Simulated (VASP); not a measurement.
Input of a VASP 6.6.1 run:

The input INCAR:

```
PREC = Accurate
ENCUT = 520
EDIFF = 1E-6
ISMEAR = -1
SIGMA = 0.05
LREAL = F
LASPH = T
NELM = 60
ALGO = Normal
ISIF = 2
LWAVE = F
LCHARG = F
GGA = PS
NBANDS = 11
```

File KPOINTS:

```
Automatic mesh
0
Gamma
  8 8 8
```

Contents of POSCAR:

```
BP
1.0
    0.0000000000      2.2690000000      2.2690000000
    2.2690000000      0.0000000000      2.2690000000
    2.2690000000      2.2690000000      0.0000000000
P B
1 1
Direct
    0.7500000000      0.7500000000      0.7500000000
    0.0000000000      0.0000000000      0.0000000000
```

Potentials or basis: VASP PAW PBE potentials, release 64 (P, B).

Run with:

```sh
$ cat potpaw_PBE.64/P/POTCAR potpaw_PBE.64/B/POTCAR > POTCAR
$ mpirun -np 1 vasp_std > vasp.out
```

(1) Predict the pressure.

(2) Estimate the band gap on the k mesh.

Results:

(1) -1.8 GPa.

(2) 1.16 eV, indirect (least direct gap 3.36 eV).

Caveat: the PAW data sets were made with another functional, which shifts forces and pressure a little.
